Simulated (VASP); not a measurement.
Set up this calculation in VASP 6.6.1, as the native input.

- Task: single point
- Functional: r2SCAN
- Potentials or basis: VASP PAW PBE potentials, release 64 (Zn, Se)
- Cutoff: 520 eV
- k mesh: 8 × 8 × 8
- Occupations: gaussian, width 0.01 eV
- Spin: no spin polarisation
- Dipole correction: no
- Further INCAR settings: ALGO = Normal; EDIFF = 1e-06; NBANDS = 16

Crystal: ZnSe.

```
CELL_PARAMETERS angstrom
2.68506 2.68506 0.00000
-2.68506 2.68506 0.00000
0.00000 2.68506 2.68506
ATOMIC_POSITIONS crystal
Zn 0.00000 0.00000 0.00000
Se 0.75000 0.25000 0.50000
```

These files were run (other wordings do the same):

POSCAR

```
ZnSe
1.0
    2.6850642270      2.6850642270      0.0000000000
   -2.6850642270      2.6850642270      0.0000000000
    0.0000000000      2.6850642270      2.6850642270
Zn Se
1 1
Direct
    0.0000000000      0.0000000000      0.0000000000
    0.7500000000      0.2500000000      0.5000000000
```

INCAR.step1

```
SYSTEM = ZnSe
ALGO     = Normal         ! electronic algorithm
EDIFF    = 1E-4           ! SCF threshold, eV
ENCUT    = 520            ! plane-wave cutoff, eV
GGA      = PE             ! functional
ISMEAR   = 0              ! smearing method
LASPH    = .TRUE.         ! aspherical terms in the spheres
LCHARG   = .FALSE.        ! write CHGCAR
LREAL    = .FALSE.        ! projectors in reciprocal space
LWAVE    = .TRUE.         ! write WAVECAR
NBANDS   = 16             ! bands
NELM     = 60             ! most SCF steps
PREC     = Accurate       ! precision mode
SIGMA    = 0.01           ! smearing width, eV
```

INCAR.step2

```
SYSTEM = ZnSe
ALGO     = Normal         ! electronic algorithm
EDIFF    = 1E-6           ! SCF threshold, eV
ENCUT    = 520            ! plane-wave cutoff, eV
ISIF     = 2              ! what is computed and relaxed
ISMEAR   = 0              ! smearing method
ISTART   = 1            
LASPH    = .TRUE.         ! aspherical terms in the spheres
LCHARG   = .FALSE.        ! write CHGCAR
LMIXTAU  = .TRUE.       
LREAL    = .FALSE.        ! projectors in reciprocal space
LWAVE    = .FALSE.        ! write WAVECAR
METAGGA  = R2SCAN         ! meta-GGA
NBANDS   = 16             ! bands
NELM     = 60             ! most SCF steps
PREC     = Accurate       ! precision mode
SIGMA    = 0.01           ! smearing width, eV
```

KPOINTS

```
k-points
0
G
  8 8 8
  0 0 0
```

Potentials or basis: VASP PAW PBE potentials, release 64 (Zn, Se).

The run is started by

```console
$ cat potpaw_PBE.64/Zn/POTCAR potpaw_PBE.64/Se/POTCAR > POTCAR
$ cp INCAR.step1 INCAR
$ mpirun -np 1 vasp_std > vasp.out
$ cp INCAR.step2 INCAR
$ mpirun -np 1 vasp_std > vasp.out
```

Results of the run:

* Pressure: 15.2 GPa
* Band gap on the k mesh: 2.61 eV, direct

Caveat: the PAW data sets were made with another functional, which shifts forces and pressure a little.

Run time: 63 s on 1 thread of Intel(R) Xeon(R) Platinum 8259CL CPU @ 2.50GHz (Skylake/Cascade Lake), on a shared host, peak memory 0.17 GiB.
